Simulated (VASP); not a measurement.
# Ti (Immm) in VASP: single point with r2SCAN

Aim: the single point of Ti with r2SCAN.

Everything below comes from runs of VASP 6.6.1. Logs are shortened: lines on timing, memory, paths and dates and some standing lists are left out, and cuts for length are marked.

### Step 1. The cell of the first run

Symmetry: Immm, No. 71, orthorhombic system. The conventional cell has a = 2.743 Å, b = 3.070 Å, c = 4.110 Å, α = 90.00°, β = 90.00°, γ = 90.00°. Ti (site symmetry mmm) has 12 Ti at 2.74 to 3.07 Å within 3.6 Å.

### Step 2. Single point, r2SCAN (strain +0.1125 x Voigt [0, 0, 0, 0, 1, 0])

POSCAR

```
Ti
1.0
    0.1156022783      2.0551516146      2.0551516146
    2.1707538929      0.0000000000      2.1707538929
    2.0551516146      2.0551516146      0.1156022783
Ti
1
Direct
    0.0000000000      0.0000000000      0.0000000000
```

INCAR.step1

```
ALGO     = Normal         # electronic algorithm
EDIFF    = 1E-4           # SCF threshold, eV
ENCUT    = 520            # plane-wave cutoff, eV
GGA      = PE             # functional
ISMEAR   = 0              # smearing method
LASPH    = True           # aspherical terms in the spheres
LCHARG   = False          # write CHGCAR
LREAL    = False          # projectors in reciprocal space
LWAVE    = True           # write WAVECAR
NBANDS   = 12             # bands
NELM     = 60             # most SCF steps
PREC     = Accurate       # precision mode
SIGMA    = 0.15           # smearing width, eV
```

INCAR.step2

```
ALGO     = Normal         # electronic algorithm
EDIFF    = 1E-6           # SCF threshold, eV
ENCUT    = 520            # plane-wave cutoff, eV
ISIF     = 2              # what is computed and relaxed
ISMEAR   = 0              # smearing method
ISTART   = 1            
LASPH    = True           # aspherical terms in the spheres
LCHARG   = False          # write CHGCAR
LMIXTAU  = True         
LREAL    = False          # projectors in reciprocal space
LWAVE    = False          # write WAVECAR
METAGGA  = R2SCAN         # meta-GGA
NBANDS   = 12             # bands
NELM     = 60             # most SCF steps
PREC     = Accurate       # precision mode
SIGMA    = 0.15           # smearing width, eV
```

KPOINTS

```
k-points
0
Gamma
  26 26 26
```

Potentials or basis: VASP PAW PBE potentials, release 64 (Ti_sv).

Started as:

```
cat potpaw_PBE.64/Ti_sv/POTCAR > POTCAR
cp INCAR.step1 INCAR
mpirun -np 1 vasp_std > vasp.out
cp INCAR.step2 INCAR
mpirun -np 1 vasp_std > vasp.out
```

OUTCAR:

```text
EDIFF = 1E-6
   ENCUT = 520
   ISIF = 2
   ISMEAR = 0
   ISTART = 1
   LASPH = True
   LREAL = False
   METAGGA = R2SCAN
   NELM = 60
   PREC = Accurate

 ion  position               nearest neighbor table
   1  0.000  0.000  0.000-

  LATTYP: Found a body centered orthorhombic cell.
 ALAT       =     2.7429369763
 B/A-ratio  =     1.1192052980
 C/A-ratio  =     1.4985044369

  Lattice vectors:

 A1 = (   0.1156022783,  -2.0551516146,   2.0551516146)
 A2 = (  -0.1156022783,  -2.0551516146,  -2.0551516146)
 A3 = (   2.0551516146,   2.0551516146,   0.1156022783)

Analysis of symmetry for initial positions (statically):
=====================================================================
 Subroutine PRICEL returns:
 Original cell was already a primitive cell.

 Routine SETGRP: Setting up the symmetry group for a
 body centered orthorhombic supercell.

 Subroutine GETGRP returns: Found  8 space group operations
 (whereof  8 operations were pure point group operations)
 out of a pool of  8 trial point group operations.

The static configuration has the point symmetry D_2h.

Analysis of symmetry for dynamics (positions and initial velocities):
=====================================================================
 Subroutine PRICEL returns:
 Original cell was already a primitive cell.

 Routine SETGRP: Setting up the symmetry group for a
 body centered orthorhombic supercell.

 Subroutine GETGRP returns: Found  8 space group operations
 (whereof  8 operations were pure point group operations)
 out of a pool of  8 trial point group operations.

The dynamic configuration has the point symmetry D_2h.

 Subroutine INISYM returns: Found  8 space group operations
 (whereof  8 operations are pure point group operations),
 and found     1 'primitive' translations

----------------------------------------------------------------------------------------

                                     Primitive cell

  volume of cell :      17.3055

  direct lattice vectors                    reciprocal lattice vectors
     0.115602278  2.055151615  2.055151615    -0.257791844  0.243291053  0.257791844
     2.170753893  0.000000000  2.170753893     0.230334725 -0.243291053  0.230334725
     2.055151615  2.055151615  0.115602278     0.257791844  0.243291053 -0.257791844

  length of vectors
     2.908721404  3.069909596  2.908721404     0.438296482  0.406569437  0.438296482

  position of ions in fractional coordinates (direct lattice)
     0.000000000  0.000000000  0.000000000

  ion indices of the primitive-cell ions
   primitive index   ion index
                 1           1

----------------------------------------------------------------------------------------

 KPOINTS: k-points

Automatic generation of k-mesh.
 Grid dimensions read from file:
 generate k-points for:   26   26   26

 Generating k-lattice:

  Cartesian coordinates                     Fractional coordinates (reciprocal lattice)
    -0.009915071  0.009357348  0.009915071     0.038461538  0.000000000 -0.000000000
     0.008859028 -0.009357348  0.008859028     0.000000000  0.038461538  0.000000000
     0.009915071  0.009357348 -0.009915071    -0.000000000  0.000000000  0.038461538

  Length of vectors
     0.016857557  0.015637286  0.016857557

  Shift w.r.t. Gamma in fractional coordinates (k-lattice)
     0.000000000  0.000000000  0.000000000

 Subroutine IBZKPT returns following result:
 ===========================================

 Found   2471 irreducible k-points:

 Following reciprocal coordinates:
            Coordinates               Weight
  0.000000  0.000000  0.000000      1.000000
  0.038462  0.000000 -0.000000      4.000000
  0.076923  0.000000 -0.000000      4.000000
  0.115385  0.000000  0.000000      4.000000
  0.153846  0.000000  0.000000      4.000000
  0.192308  0.000000  0.000000      4.000000
[... 16 lines left out ...]
  0.307692  0.038462 -0.000000      8.000000
  0.346154  0.038462  0.000000      8.000000
 [... further k-points ...]
   k-points           NKPTS =   2471   k-points in BZ     NKDIM =   2471   number of bands    NBANDS=     12
   number of dos      NEDOS =    301   number of ions     NIONS =      1
   total plane-waves  NPLWV =  13824
   dimension x,y,z NGX =    24 NGY =   24 NGZ =   24
   dimension x,y,z NGXF=    48 NGYF=   48 NGZF=   48
   ions per type =               1
   NGX,Y,Z   is equivalent  to a cutoff of  13.72, 13.00, 13.72 a.u.
   NGXF,Y,Z  is equivalent  to a cutoff of  27.43, 25.99, 27.43 a.u.
 SYSTEM =  unknown system
   PREC   = accura    normal or accurate (medium, high low for compatibility)
   ISTART =      1    job   : 0-new  1-cont  2-samecut
   ICHARG =      0    charge: 1-file 2-atom 10-const
   ISPIN  =      1    spin polarized calculation?
   LNONCOLLINEAR =      F non collinear calculations
   LSORBIT =      F    spin-orbit coupling
   LASPH  =      T    aspherical Exc in radial PAW
   ENCUT  =  520.0 eV  38.22 Ry    6.18 a.u.   5.41  5.71  5.41*2*pi/ulx,y,z
   NELM   =     60;   NELMIN=  2; NELMDL=  0     # of ELM steps
   EDIFF  = 0.1E-05   stopping-criterion for ELM
   LREAL  =      F    real-space projection
   EDIFFG = 0.1E-04   stopping-criterion for IOM
   NSW    =      0    number of steps for IOM
   IBRION =     -1    ionic relax: 0-MD 1-quasi-New 2-CG
   NFREE  =      0    steps in history (QN), initial steepest desc. (CG)
   ISIF   =      2    stress and relaxation
   ISYM   =      2    0-nonsym 1-usesym 2-fastsym
   POTIM  = 0.5000    time-step for ionic-motion
   TEBEG  =    0.0;   TEEND  =   0.0 temperature during run
   PSTRESS=    0.0 pullay stress
   NELECT =      12.0000    total number of electrons
   NUPDOWN=      -1.0000    fix difference up-down
   EMIN   =  10.00;   EMAX   =-10.00  energy-range for DOS
   EFERMI =   0.00;   METHOD = LEGACY
   ISMEAR =     0;   SIGMA  =   0.15  broadening in eV -4-tet -1-fermi 0-gaus
   EFERMI_NEDOS =   21; number of points for ismear=-14 and -15
   IALGO  =     38    algorithm
   IMIX   =      4    mixing-type and parameters
     AMIX     =   0.40;   BMIX     =  1.00
     AMIX_MAG =   1.60;   BMIX_MAG =  1.00
  volume/ion in A,a.u.               =      17.31       116.78
  Fermi-wavevector in a.u.,A,eV,Ry     =   1.449017  2.738245 28.567477  2.099650
  Thomas-Fermi vector in A             =   2.566792
   LORBIT       =      0    0 simple, 1 ext, 2 COOP (PROOUT), +10 PAW based schemes
   METAGGA = R2SCAN    functional components
   LHFCALC =     F    Hartree Fock is set to
   AEXX    =    0.0000 exact exchange contribution
   IVDW    =     0    specifies the selected vdW correction
   LEPSILON=     F    determine dielectric tensor
   LRPA    =     F    only Hartree local field effects (RPA)
 non-spin polarized calculation
 Gauss-broadening in eV      SIGMA  =   0.15
  energy-cutoff  :      520.00
  volume of cell :       17.31
 maximum number of plane-waves:       484
 NGX is ok and might be reduce to    24
   NGX = 11   NGY = 11   NGZ = 11

 number of electron      12.0000002 magnetization

 Free energy of the ion-electron system (eV)
  ---------------------------------------------------
  ext. energy  EPLUGINS =         0.00000000
  ---------------------------------------------------
  free energy    TOTEN  =       -12.84279415 eV

  energy without entropy =      -12.82604651  energy(sigma->0) =      -12.83442033

 E-fermi :   8.3062     XC(G=0): -12.4216

 val. band max:        8.3059851622   @ k =   0.3846  -0.3077   0.1154
 cond. band min:       8.3069665890   @ k =  -0.3077   0.0000   0.0769
 fundamental gap:      0.0009814268
 Fermi energy:         8.3061810126

 k-point     1 :       0.0000    0.0000    0.0000
  band No.  band energies     occupation
      1     -50.7494      2.00000
      2     -25.6004      2.00000
      3     -25.5514      2.00000
      4     -25.4627      2.00000
      5       1.8057      2.00000
      6       8.7137      0.00012
      7       9.0835      0.00000
      8       9.9082      0.00000
      9      11.1786      0.00000
     10      11.1994      0.00000
     11      23.8612      0.00000
     12      27.3769      0.00000

 k-point     2 :       0.0385    0.0000   -0.0000
  band No.  band energies     occupation
      1     -50.7470      2.00000
      2     -25.6015      2.00000
      3     -25.5555      2.00000
      4     -25.4733      2.00000
      5       1.8603      2.00000
      6       8.7359      0.00005
      7       9.1010      0.00000
      8       9.8797      0.00000
      9      11.1539      0.00000
     10      11.1801      0.00000
     11      23.9259      0.00000
     12      27.4204      0.00000

 k-point     3 :       0.0769    0.0000   -0.0000
  band No.  band energies     occupation
      1     -50.7400      2.00000
      2     -25.6050      2.00000
      3     -25.5707      2.00000
      4     -25.5013      2.00000
      5       2.0221      2.00000
      6       8.7996      0.00000
      7       9.1389      0.00000
      8       9.8123      0.00000
      9      11.0851      0.00000
     10      11.1256      0.00000
     11      24.1041      0.00000
     12      27.5435      0.00000
[... 286 lines left out ...]
 k-point    23 :       0.3077    0.0385   -0.0000
  band No.  band energies     occupation
      1     -50.6404      2.00000
      2     -26.0364      2.00000
      3     -25.6518      2.00000
      4     -25.6215      2.00000
      5       4.4612      2.00000
      6       8.4392      0.20970
      7       9.0362      0.00000
      8       9.9684      0.00000
      9      10.9913      0.00000
     10      11.4609      0.00000
     11      21.3287      0.00000
     12      24.3133      0.00000

 k-point    24 :       0.3462    0.0385    0.0000
  band No.  band energies     occupation
      1     -50.6219      2.00000
      2     -26.1260      2.00000
      3     -25.6613      2.00000
      4     -25.6361      2.00000
      5       4.9148      2.00000
      6       8.4483      0.18029
      7       8.9172      0.00000
      8       9.8688      0.00000
      9      11.2499      0.00000
     10      11.7447      0.00000
     11      20.2480      0.00000
     12      23.9191      0.00000

 [... further k-points ...]

------------------------ aborting loop because EDIFF is reached ----------------------------------------

  FORCE on cell =-STRESS in cart. coord.  units (eV):
  Direction    XX          YY          ZZ          XY          YZ          ZX
  --------------------------------------------------------------------------------------
  -------------------------------------------------------------------------------------
  Total        0.0932768      0.0561093      0.0932768      0.0000000      0.0000000     -0.7903128
  in kB        8.6357320      5.1946948      8.6357320      0.0000000      0.0000000    -73.1685255
  external PRESSURE =       7.4887196 kB  Pullay stress =       0.0000000 kB

 VOLUME and BASIS-vectors are now :
 -----------------------------------------------------------------------------
  energy-cutoff  :      520.00
  volume of cell :       17.31
      direct lattice vectors                 reciprocal lattice vectors
     0.115602278  2.055151615  2.055151615    -0.257791844  0.243291053  0.257791844
     2.170753893  0.000000000  2.170753893     0.230334725 -0.243291053  0.230334725
     2.055151615  2.055151615  0.115602278     0.257791844  0.243291053 -0.257791844

 POSITION                                       TOTAL-FORCE (eV/Angst)
 -----------------------------------------------------------------------------------
      0.00000      0.00000      0.00000        -0.000000      0.000000      0.000000
 -----------------------------------------------------------------------------------
    total drift:                                0.000000      0.000000      0.000000

  FREE ENERGIE OF THE ION-ELECTRON SYSTEM (eV)
  ---------------------------------------------------
  free  energy   TOTEN  =       -12.8427941475 eV

  energy  without entropy=      -12.8260465122  energy(sigma->0) =      -12.83442033
```

It took 40 min on 1 thread of AMD EPYC 7R13, shared host; peak memory 0.58 GiB.

Results:

```
Free energy            : -12.8428 eV
Pressure               : 0.7 GPa
Band gap on the k mesh : zero (bands 6 and 7 overlap by 1.25 eV)
```

Stress tensor (GPa, compression positive):
```
 0.86  0.00 -7.32
 0.00  0.52  0.00
-7.32  0.00  0.86
```

Caveat: the cell differs from its parent crystal (strain +0.1125 x Voigt [0, 0, 0, 0, 1, 0]); the PAW data sets were made with another functional, which shifts forces and pressure a little.
